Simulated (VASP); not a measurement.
## Na2Y: single point with PBE

Crystal: Na2Y.

```
Na Y
1.0
    -4.12965    4.12965    3.28432
     4.12965   -4.12965    3.28432
     4.12965    4.12965   -3.28432
Na Y
4 2
Direct
  0.64248 0.14248 0.78496
  0.14248 0.35752 0.50000
  0.35752 0.85752 0.21504
  0.85752 0.64248 0.50000
  0.25000 0.25000 0.00000
  0.75000 0.75000 0.00000
```

| Quantity | Value |
| --- | --- |
| Program | VASP 6.6.1 |
| Task | single point |
| Functional | PBE |
| Potentials or basis | VASP PAW PBE potentials, release 64 (Na_pv, Y_sv) |
| Cutoff | 520 eV |
| k mesh | 4 × 4 × 4 |
| Occupations | gaussian, width 0.1 eV |
| Spin | no spin polarisation |
| Dipole correction | no |
| Further INCAR settings | ALGO = Normal; EDIFF = 1e-06; NBANDS = 34 |

```
Pressure               : 0.0 GPa
Largest force          : 0.006 eV/Å
Band gap on the k mesh : zero (bands 25 and 26 overlap by 0.86 eV)
```

Forces on the atoms (eV/Å):
```
Na   0.004  0.004  0.000
Na  -0.004  0.004  0.000
Na  -0.004 -0.004  0.000
Na   0.004 -0.004  0.000
Y    0.000  0.000  0.000
Y    0.000  0.000  0.000
```

Stress tensor (GPa, compression positive):
```
 0.05  0.00  0.00
 0.00  0.05  0.00
 0.00  0.00 -0.14
```

Levels at points of the mesh, in eV from the Fermi level:
| k point | band 22 | band 23 | band 24 | band 25 | band 26 | band 27 | band 28 | band 29 |
| --- | --- | --- | --- | --- | --- | --- | --- | --- |
| (0.00, 0.00, 0.00) | -0.57 | -0.42 | -0.42 | -0.25 | 0.97 | 1.11 | 1.12 | 1.12 |
| (0.50, 0.00, 0.00) | -1.97 | -0.23 | -0.23 | -0.05 | -0.05 | 0.84 | 0.84 | 1.22 |
| (0.50, 0.50, 0.00) | -1.83 | -0.56 | -0.29 | -0.02 | 0.39 | 0.42 | 1.02 | 1.27 |
| (0.50, 0.50, 0.50) | -1.17 | -0.84 | -0.84 | -0.33 | -0.08 | -0.08 | 0.42 | 0.64 |

It took 96 s on 1 thread of Intel(R) Xeon(R) 6975P-C (Granite Rapids), on a shared host, peak memory 0.38 GiB.
